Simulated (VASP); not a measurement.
A run of VASP 6.6.1 is set up as follows.

INCAR

```
PREC = Accurate ; ENCUT = 520
EDIFF = 1E-6 ; ISMEAR = 0
SIGMA = 0.2 ; LREAL = False
LASPH = True ; NELM = 80
ALGO = Normal ; ISIF = 2
LWAVE = False ; LCHARG = True
GGA = PE ; LELF = True
LVHAR = True ; NBANDS = 56
```

The input KPOINTS:

```
regular mesh
0
Gamma
  6 6 1
```

Contents of POSCAR:

```
AlGa2Sb3
1.0
    4.3826486942     -0.0000000289      0.0000000000
   -2.1913243221      3.7954851195      0.0000000000
    0.0000000000      0.0000000000     21.6654728000
Al Ga Sb
2 4 6
Direct
    0.6666666667      0.3333333333      0.8332010000
    0.3333333333      0.6666666667      0.3332010000
    0.6666666667      0.3333333333      0.1667670000
    0.6666666667      0.3333333333      0.5003720000
    0.3333333333      0.6666666667      0.0003720000
    0.3333333333      0.6666666667      0.6667670000
    0.6666666667      0.3333333333      0.2914130000
    0.6666666667      0.3333333333      0.6249240000
    0.6666666667      0.3333333333      0.9582240000
    0.3333333333      0.6666666667      0.1249240000
    0.3333333333      0.6666666667      0.4582240000
    0.3333333333      0.6666666667      0.7914130000
```

Potentials or basis: VASP PAW PBE potentials, release 64 (Al, Ga_d, Sb).

Command:

```console
$ cat potpaw_PBE.64/Al/POTCAR potpaw_PBE.64/Ga_d/POTCAR potpaw_PBE.64/Sb/POTCAR > POTCAR
$ mpirun -np 1 vasp_std > vasp.out
```

**Question.** Predict the largest force.

**Answer.** 0.017 eV/Å.

**Question.** Predict the pressure.

**Answer.** 0.2 GPa.

Stress tensor (GPa, compression positive):
```
0.21 0.00 0.00
0.00 0.21 0.00
0.00 0.00 0.10
```
